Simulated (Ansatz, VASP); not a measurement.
**Ti: VASP beside Ansatz**

```
Ti
1.0
     3.03850    0.00000    0.00000
    -1.51925    2.63142    0.00000
     0.00000    0.00000    4.75629
Ti
2
Cartesian
  0.0000 1.7543 1.1891
  1.5192 0.8771 3.5672
```

Change from the starting cell: strain +0.030 along x and y, +0.015 along z, atoms carried along.

Alike in both runs: task single point; functional r2SCAN; k mesh 18 × 18 × 10; occupations gaussian, width 0.15 eV; no spin polarisation.

|  | VASP | Ansatz |
| --- | --- | --- |
| version | VASP 6.6.1 | Ansatz 0.2.0 |
| potentials or method | VASP PAW PBE potentials, release 64 (Ti_sv), cutoff 520 eV | scalar-relativistic, plane waves, PAW |
| valence electrons in the cell | 24 | 24 |

|  | VASP | Ansatz | Ansatz less VASP |
| --- | --- | --- | --- |
| gap on the k mesh at the Fermi level (eV) | none | none | - |
| pressure (GPa) | -9.0 | -9.3 | -0.30 |
| traceless stress, the component that is largest in VASP (GPa) | 0.72 | 0.70 | -0.015 |

VASP's potentials were made for PBE, not for r2SCAN. A gap of «none» marks a metal or a gap that the smearing closes.
